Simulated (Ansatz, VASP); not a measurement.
# One calculation of SiC, two programs

```
CELL_PARAMETERS angstrom
2.64153 0.00000 0.00000
0.00000 2.64153 0.00000
0.00000 0.00000 2.64153
ATOMIC_POSITIONS crystal
Si 0.50000 0.50000 0.50000
C 0.00000 0.00000 0.00000
```

Alike in both runs: functional PBE; k mesh 20 × 20 × 20; occupations gaussian, width 0.1 eV; no spin polarisation.

Ansatz relaxed the structure, and its values are those at the end. VASP's run is a single point on that final structure, the one shown.

|  | VASP | Ansatz |
| --- | --- | --- |
| version | VASP 6.6.1 | Ansatz 0.2.0 |
| potentials or method | VASP PAW PBE potentials, release 64 (Si, C), cutoff 520 eV | scalar-relativistic, plane waves, PAW |
| valence electrons in the cell | 8 | 8 |

|  | VASP | Ansatz | Ansatz less VASP |
| --- | --- | --- | --- |
| gap on the k mesh at the Fermi level (eV) | none | none | - |
| pressure (GPa) | 0.1 | 0.0 | -0.12 |

A gap of «none» marks a metal or a gap that the smearing closes.
